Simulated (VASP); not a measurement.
# InGaTe3 (P6/mmm) in VASP: notebook, part 2 of 3

VASP 6.6.1. Earlier steps stand in the parts before.

## Step 4: Single point, PBE

This run uses another cell than the first one, of 38.41 Å³/atom.

Contents of INCAR:

```
SYSTEM = InGaTe3
PREC = Accurate ; ENCUT = 520
EDIFF = 1E-7 ; ISMEAR = 0
SIGMA = 0.1 ; LREAL = .FALSE.
LASPH = .TRUE. ; NELM = 60
ALGO = Normal ; ISIF = 2
LWAVE = .FALSE. ; LCHARG = .TRUE.
GGA = PE ; LELF = .TRUE.
LVHAR = .TRUE. ; NBANDS = 30
```

Contents of KPOINTS:

```
regular mesh
0
G
  6 6 8
  0 0 0
```

Contents of POSCAR:

```
InGaTe3
1.0
    6.3326702298      0.0000000000      0.0000000000
   -3.1663351149      5.4842532928      0.0000000000
    0.0000000000      0.0000000000      5.5295293187
In Ga Te
1 1 3
Direct
    0.0000000000      0.0000000000      0.0000000000
    0.0000000000      0.0000000000      0.5000000000
    0.5000000000      0.0000000000      0.5000000000
    0.0000000000      0.5000000000      0.5000000000
    0.5000000000      0.5000000000      0.5000000000
```

Potentials or basis: VASP PAW PBE potentials, release 64 (In_d, Ga_d, Te).

Launch:

```sh
$ cat potpaw_PBE.64/In_d/POTCAR potpaw_PBE.64/Ga_d/POTCAR potpaw_PBE.64/Te/POTCAR > POTCAR
$ mpirun -np 1 vasp_std > vasp.out
```

OUTCAR:

```text
SYSTEM = InGaTe3
   PREC = Accurate
   ENCUT = 520
   EDIFF = 1E-7
   ISMEAR = 0
   LREAL = .FALSE.
   LASPH = .TRUE.
   NELM = 60
   ISIF = 2
   GGA = PE

 ion  position               nearest neighbor table
   1  0.000  0.000  0.000-   2 2.76   2 2.76
   2  0.000  0.000  0.500-   1 2.76   1 2.76   3 3.17   3 3.17   4 3.17   4 3.17   5 3.17   5 3.17

   3  0.500  0.000  0.500-   2 3.17   2 3.17   5 3.17   5 3.17   4 3.17   4 3.17
   4  0.000  0.500  0.500-   5 3.17   5 3.17   2 3.17   2 3.17   3 3.17   3 3.17
   5  0.500  0.500  0.500-   4 3.17   4 3.17   2 3.17   3 3.17   3 3.17   2 3.17

  LATTYP: Found a hexagonal cell.
 ALAT       =     6.3326702298
 C/A-ratio  =     0.8731749985

  Lattice vectors:

 A1 = (   6.3326702298,   0.0000000000,   0.0000000000)
 A2 = (  -3.1663351149,   5.4842532928,   0.0000000000)
 A3 = (   0.0000000000,   0.0000000000,   5.5295293187)

Analysis of symmetry for initial positions (statically):
=====================================================================
 Subroutine PRICEL returns:
 Original cell was already a primitive cell.

 Routine SETGRP: Setting up the symmetry group for a
 hexagonal supercell.

 Subroutine GETGRP returns: Found 24 space group operations
 (whereof 24 operations were pure point group operations)
 out of a pool of 24 trial point group operations.

The static configuration has the point symmetry D_6h.

Analysis of symmetry for dynamics (positions and initial velocities):
=====================================================================
 Subroutine PRICEL returns:
 Original cell was already a primitive cell.

 Routine SETGRP: Setting up the symmetry group for a
 hexagonal supercell.

 Subroutine GETGRP returns: Found 24 space group operations
 (whereof 24 operations were pure point group operations)
 out of a pool of 24 trial point group operations.

The dynamic configuration has the point symmetry D_6h.

 Subroutine INISYM returns: Found 24 space group operations
 (whereof 24 operations are pure point group operations),
 and found     1 'primitive' translations

----------------------------------------------------------------------------------------

                                     Primitive cell

  volume of cell :     192.0404

  direct lattice vectors                    reciprocal lattice vectors
     6.332670230  0.000000000  0.000000000     0.157911270  0.091170114  0.000000000
    -3.166335115  5.484253293  0.000000000     0.000000000  0.182340229  0.000000000
     0.000000000  0.000000000  5.529529319     0.000000000  0.000000000  0.180847219

  length of vectors
     6.332670230  6.332670230  5.529529319     0.182340229  0.182340229  0.180847219

  position of ions in fractional coordinates (direct lattice)
     0.000000000  0.000000000  0.000000000
     0.000000000  0.000000000  0.500000000
     0.500000000  0.000000000  0.500000000
     0.000000000  0.500000000  0.500000000
     0.500000000  0.500000000  0.500000000

  ion indices of the primitive-cell ions
   primitive index   ion index
                 1           1
                 2           2
                 3           3
                 4           4
                 5           5

----------------------------------------------------------------------------------------
[... 28 lines left out ...]
  0.166667  0.000000  0.000000      6.000000
  0.333333  0.000000  0.000000      6.000000
  0.500000  0.000000  0.000000      3.000000
  0.166667  0.166667  0.000000      6.000000
  0.333333  0.166667  0.000000     12.000000
[... 16 lines left out ...]
  0.166667  0.000000  0.375000     12.000000
  0.333333  0.000000  0.375000     12.000000
 [... further k-points ...]
   k-points           NKPTS =     35   k-points in BZ     NKDIM =     35   number of bands    NBANDS=     30
   number of dos      NEDOS =    301   number of ions     NIONS =      5
   total plane-waves  NPLWV =  96768
   dimension x,y,z NGX =    48 NGY =   48 NGZ =   42
   dimension x,y,z NGXF=    96 NGYF=   96 NGZF=   84
   ions per type =               1   1   3
   NGX,Y,Z   is equivalent  to a cutoff of  12.60, 12.60, 12.63 a.u.
   NGXF,Y,Z  is equivalent  to a cutoff of  25.20, 25.20, 25.25 a.u.
 SYSTEM =  InGaTe3
   PREC   = accura    normal or accurate (medium, high low for compatibility)
   ISTART =      0    job   : 0-new  1-cont  2-samecut
   ICHARG =      2    charge: 1-file 2-atom 10-const
   ISPIN  =      1    spin polarized calculation?
   LNONCOLLINEAR =      F non collinear calculations
   LSORBIT =      F    spin-orbit coupling
   LASPH  =      T    aspherical Exc in radial PAW
   ENCUT  =  520.0 eV  38.22 Ry    6.18 a.u.  11.77 11.77 10.28*2*pi/ulx,y,z
   NELM   =     60;   NELMIN=  2; NELMDL= -5     # of ELM steps
   EDIFF  = 0.1E-06   stopping-criterion for ELM
   LREAL  =      F    real-space projection
   EDIFFG = 0.1E-05   stopping-criterion for IOM
   NSW    =      0    number of steps for IOM
   IBRION =     -1    ionic relax: 0-MD 1-quasi-New 2-CG
   NFREE  =      0    steps in history (QN), initial steepest desc. (CG)
   ISIF   =      2    stress and relaxation
   ISYM   =      2    0-nonsym 1-usesym 2-fastsym
   POTIM  = 0.5000    time-step for ionic-motion
   TEBEG  =    0.0;   TEEND  =   0.0 temperature during run
   PSTRESS=    0.0 pullay stress
   NELECT =      44.0000    total number of electrons
   NUPDOWN=      -1.0000    fix difference up-down
   EMIN   =  10.00;   EMAX   =-10.00  energy-range for DOS
   EFERMI =   0.00;   METHOD = LEGACY
   ISMEAR =     0;   SIGMA  =   0.10  broadening in eV -4-tet -1-fermi 0-gaus
   EFERMI_NEDOS =   21; number of points for ismear=-14 and -15
   IALGO  =     38    algorithm
   IMIX   =      4    mixing-type and parameters
     AMIX     =   0.40;   BMIX     =  1.00
     AMIX_MAG =   1.60;   BMIX_MAG =  1.00
  volume/ion in A,a.u.               =      38.41       259.19
  Fermi-wavevector in a.u.,A,eV,Ry     =   1.001755  1.893043 13.653626  1.003513
  Thomas-Fermi vector in A             =   2.134198
   LORBIT       =      0    0 simple, 1 ext, 2 COOP (PROOUT), +10 PAW based schemes
   GGA     = PE    functional components
   LHFCALC =     F    Hartree Fock is set to
   AEXX    =    0.0000 exact exchange contribution
   IVDW    =     0    specifies the selected vdW correction
   LEPSILON=     F    determine dielectric tensor
   LRPA    =     F    only Hartree local field effects (RPA)
 non-spin polarized calculation
 Gauss-broadening in eV      SIGMA  =   0.10
  energy-cutoff  :      520.00
  volume of cell :      192.04
 maximum number of plane-waves:      5204
 NGX is ok and might be reduce to    48
   NGX = 23   NGY = 23   NGZ = 21

 number of electron      43.9999995 magnetization

 Free energy of the ion-electron system (eV)
  ---------------------------------------------------
  ext. energy  EPLUGINS =         0.00000000
  ---------------------------------------------------
  free energy    TOTEN  =       -13.85199140 eV

  energy without entropy =      -13.84529381  energy(sigma->0) =      -13.84864261

 E-fermi :   3.4808     XC(G=0):  -8.0855

 val. band max:        3.4802296526   @ k =   0.3333   0.0000   0.0000
 cond. band min:       3.5013975082   @ k =   0.3333   0.0000   0.1250
 fundamental gap:      0.0211678557
 Fermi energy:         3.4808063951

 k-point     1 :       0.0000    0.0000    0.0000
  band No.  band energies     occupation
      1     -11.7508      2.00000
      2     -11.5068      2.00000
      3     -11.5068      2.00000
      4     -11.4287      2.00000
      5     -11.4287      2.00000
      6     -11.3871      2.00000
[... 781 lines left out ...]
     29       8.7574      0.00000
     30       8.9034      0.00000

 [... further k-points ...]

------------------------ aborting loop because EDIFF is reached ----------------------------------------

  FORCE on cell =-STRESS in cart. coord.  units (eV):
  Direction    XX          YY          ZZ          XY          YZ          ZX
  --------------------------------------------------------------------------------------
  -------------------------------------------------------------------------------------
  Total       -0.0446269     -0.0446269     -0.0018836     -0.0000000      0.0000000      0.0000000
  in kB       -0.3723183     -0.3723183     -0.0157149     -0.0000000      0.0000000      0.0000000
  external PRESSURE =      -0.2534505 kB  Pullay stress =       0.0000000 kB

 VOLUME and BASIS-vectors are now :
 -----------------------------------------------------------------------------
  energy-cutoff  :      520.00
  volume of cell :      192.04
      direct lattice vectors                 reciprocal lattice vectors
     6.332670230  0.000000000  0.000000000     0.157911270  0.091170114  0.000000000
    -3.166335115  5.484253293  0.000000000     0.000000000  0.182340229  0.000000000
     0.000000000  0.000000000  5.529529319     0.000000000  0.000000000  0.180847219

 POSITION                                       TOTAL-FORCE (eV/Angst)
 -----------------------------------------------------------------------------------
      0.00000      0.00000      0.00000        -0.000000      0.000000      0.000000
      0.00000      0.00000      2.76476        -0.000000      0.000000      0.000000
      3.16634      0.00000      2.76476        -0.000000      0.000000      0.000000
     -1.58317      2.74213      2.76476         0.000000      0.000000      0.000000
      1.58317      2.74213      2.76476         0.000000      0.000000      0.000000
 -----------------------------------------------------------------------------------
    total drift:                                0.000000      0.000000     -0.000000

  FREE ENERGIE OF THE ION-ELECTRON SYSTEM (eV)
  ---------------------------------------------------
  free  energy   TOTEN  =       -13.8519914015 eV

  energy  without entropy=      -13.8452938085  energy(sigma->0) =      -13.84864261
```

stdout:

```text
POSCAR found type information on POSCAR InGaTe
 POSCAR found :  3 types and       5 ions
 scaLAPACK will be used
 LDA part: xc-table for (Slater+PW92), standard interpolation
 POSCAR, INCAR and KPOINTS ok, starting setup
 FFT: planning ... GRIDC
 FFT: planning ... GRID_SOFT
 FFT: planning ... GRID
 WAVECAR not read
 entering main loop
```

Wall time 2 min (1 thread of Intel Xeon 6975P-C (Granite Rapids), shared host); peak memory 0.42 GiB.

Results:

| Item | Value |
| --- | --- |
| Free energy | -13.8520 eV |
| Pressure | 0.0 GPa |
| Band gap on the k mesh | zero (bands 22 and 23 overlap by 1.73 eV) |

Caveat: spin-orbit coupling is left out, which moves the levels of the heavy elements.

(Continued in part 3 of 3.)

The gap in the log of VASP goes by the Fermi energy; the results here count the filled bands.